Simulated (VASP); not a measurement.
CuI: relaxation of cell and atoms with PBE+D3(BJ)

The system is CuI.

```
CELL_PARAMETERS angstrom
4.12862 0.00000 0.00000
-2.06431 3.57549 0.00000
0.00000 0.00000 7.47811
ATOMIC_POSITIONS crystal
Cu 0.66667 0.33333 0.58995
Cu 0.33333 0.66667 0.41005
I 0.33333 0.66667 0.75475
I 0.66667 0.33333 0.24525
```

```yaml
Program: VASP 6.6.1
Task: relaxation of cell and atoms
Functional: PBE
Dispersion: D3(BJ)
Potentials_or_basis: VASP PAW PBE potentials, release 64 (Cu, I)
Cutoff: 600 eV
k_mesh: 6 × 6 × 4
Occupations: fermi-dirac, width 0.02 eV
Spin: no spin polarisation
Dipole_correction: no
Further_INCAR_settings: ALGO = Normal; EDIFF = 1e-06; IBRION = 2; EDIFFG = -0.005; NSW = 80; ISIF = 3
```

```yaml
Relaxed_volume: 25.53 Å³/atom
Relaxed_cell: a = 4.076 Å, b = 4.076 Å, c = 7.096 Å, α = 90.00°, β = 90.00°, γ = 120.00°
Space_group_after_relaxing_to_0.05_Å: P-3m1 (No. 164)
Energy_gained_by_relaxing: 9.8 meV/atom
Ionic_steps: 35
Pressure_after_relaxing: 0.0 GPa
Band_gap_on_the_k_mesh: 1.62 eV, direct
Dispersion_energy_per_atom: -0.378 eV
```

Step by step:
```csv
step,energy change (eV),largest force (eV/Å),pressure (GPa),volume (Å³)
1,0.0000,0.1250,-0.83,110.39
2,-0.0103,0.2067,-0.12,108.12
3,-0.0114,0.2374,0.09,107.35
4,-0.0097,0.3001,0.71,105.82
5,-0.0115,0.2508,0.26,107.01
6,-0.0169,0.1294,0.03,106.49
7,-0.0182,0.0573,-0.12,106.09
8,-0.0238,0.0389,-0.18,105.49
9,-0.0355,0.0190,-0.13,103.68
10,-0.0228,0.1434,0.21,100.00
11,-0.0376,0.0507,-0.05,102.85
12,-0.0378,0.0615,-0.09,102.52
13,-0.0378,0.0644,-0.07,102.43
14,-0.0382,0.0490,0.11,101.97
15,-0.0383,0.0438,0.15,101.82
16,-0.0386,0.0375,-0.02,101.97
17,-0.0386,0.0460,-0.04,102.01
18,-0.0389,0.0282,0.03,102.00
19,-0.0390,0.0199,-0.02,102.00
20,-0.0390,0.0179,-0.01,102.00
21,-0.0390,0.0164,0.01,102.00
22,-0.0390,0.0139,-0.01,102.00
23,-0.0390,0.0160,0.01,102.00
24,-0.0390,0.0114,-0.05,102.03
25,-0.0390,0.0105,0.01,102.04
26,-0.0390,0.0070,-0.02,102.07
27,-0.0391,0.0010,-0.05,102.11
28,-0.0391,0.0068,0.02,102.06
29,-0.0391,0.0031,0.04,102.07
30,-0.0391,0.0021,0.08,102.09
31,-0.0391,0.0008,0.07,102.10
32,-0.0391,0.0008,0.05,102.10
33,-0.0391,0.0009,-0.06,102.10
34,-0.0391,0.0023,0.08,102.10
35,-0.0391,0.0010,0.01,102.10
```

Final structure:
```yaml
crystal:
  lattice:
    - [4.07609, 0.00000, 0.00000]
    - [-2.03804, 3.52999, 0.00000]
    - [0.00000, 0.00000, 7.09618]
  atoms:
    - { symbol: Cu, position: [0.66667, 0.33333, 0.59455] }
    - { symbol: Cu, position: [0.33333, 0.66667, 0.40545] }
    - { symbol: I, position: [0.33333, 0.66667, 0.77072] }
    - { symbol: I, position: [0.66667, 0.33333, 0.22928] }
```

Levels at points of the mesh, in eV from the valence-band top:
| k point | band 15 | band 16 | band 17 | band 18 | band 19 | band 20 | band 21 | band 22 |
| --- | --- | --- | --- | --- | --- | --- | --- | --- |
| (0.00, 0.00, 0.00) | -0.42 | -0.40 | 0.00 | 0.00 | 1.62 | 3.12 | 4.84 | 5.79 |
| (0.50, 0.00, 0.00) | -1.39 | -1.34 | -1.29 | -0.17 | 3.02 | 3.12 | 3.92 | 5.14 |
| (0.00, 0.00, 0.50) | -0.30 | -0.30 | -0.17 | -0.17 | 3.13 | 3.19 | 4.43 | 5.49 |
| (0.50, 0.00, 0.50) | -1.43 | -1.26 | -1.11 | -0.43 | 2.45 | 2.78 | 3.73 | 4.70 |

Run time: 17 min on 1 thread of AMD EPYC 9R45 96-Core Processor (Zen 5) (shared host), peak memory 0.3 GiB.

Caveat: spin-orbit coupling is left out, which moves the levels of the heavy elements. A hybrid or GW would open this gap; PBE tends to underestimate it.
